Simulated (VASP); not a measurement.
Here is a VASP 6.6.1 calculation.

The input POSCAR:

```
Al
1.0
    2.8124553515      0.0000000000      0.0000000000
   -1.4062276757      2.4356577814      0.0000000000
    0.0000000000      0.0000000000      4.8668500000
Al
2
Direct
    0.3333333333      0.6666666667      0.2500000000
    0.6666666667      0.3333333333      0.7500000000
```

The input INCAR.step1:

```
SYSTEM = Al
ALGO = Normal
EDIFF = 1E-5
ENCUT = 520
GGA = PE
ISIF = 2
ISMEAR = -1
LASPH = .True.
LCHARG = .False.
LREAL = .False.
LWAVE = .True.
NBANDS = 10
NELM = 80
PREC = Accurate
SIGMA = 0.05
```

Contents of INCAR.step2:

```
SYSTEM = Al
AEXX = 0.5
ALGO = Normal
EDIFF = 1E-6
ENCUT = 520
ISIF = 2
ISMEAR = -1
ISTART = 1
LASPH = .True.
LCHARG = .False.
LHFCALC = .True.
LMIXTAU = .True.
LREAL = .False.
LWAVE = .False.
METAGGA = R2SCAN
NBANDS = 10
NELM = 80
PREC = Accurate
PRECFOCK = Normal
SIGMA = 0.05
```

KPOINTS

```
k-points
0
Gamma
  6 6 3
  0 0 0
```

Potentials or basis: VASP PAW PBE potentials, release 64 (Al).

Launch:

```sh
$ cat potpaw_PBE.64/Al/POTCAR > POTCAR
$ cp INCAR.step1 INCAR
$ mpirun -np 1 vasp_std > vasp.out
$ cp INCAR.step2 INCAR
$ mpirun -np 1 vasp_std > vasp.out
```

(1) Predict the pressure.

(2) What does it give for the band gap on the k mesh?

Answers

(1) -0.3 GPa.

(2) zero (bands 3 and 4 overlap by 6.19 eV).

Caveat: the k points lie up to 0.43 Å⁻¹ apart, too coarse for converged energies and pressures of a metal; the PAW data sets were made with another functional, which shifts forces and pressure a little.
